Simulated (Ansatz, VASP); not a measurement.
## Two plane-wave programs on Ti

```
Ti
1.0
    -1.64100    1.64100    1.64100
     1.64100   -1.64100    1.64100
     3.28200    3.28200    0.00000
Ti
2
Direct
  0.00000 0.00000 0.00539
  0.50000 0.50000 0.49461
```

Change from the starting cell: mode 5 (126.2 1/cm) frozen in, largest displacement +0.025 Å.

Alike in both runs: task single point; functional PBEsol; k mesh 18 × 18 × 10; occupations gaussian, width 0.15 eV; no spin polarisation.

|  | VASP | Ansatz |
| --- | --- | --- |
| version | VASP 6.6.1 | Ansatz 0.2.0 |
| potentials or method | VASP PAW PBE potentials, release 64 (Ti_sv), cutoff 520 eV | scalar-relativistic, plane waves, PAW |
| valence electrons in the cell | 24 | 24 |

```tsv
	VASP	Ansatz	Ansatz less VASP
gap on the k mesh at the Fermi level (eV)	none	none	-
pressure (GPa)	-6.8	-6.6	+0.21
traceless stress, the component that is largest in VASP (GPa)	0.10	0.10	0.000
rms of the force components (eV/Å)	0.040	0.041	+0.0007
```

VASP's potentials were made for PBE, not for PBEsol. Atom by atom the forces differ by 0.001 eV/Å (rms over components). A gap of «none» marks a metal or a gap that the smearing closes.
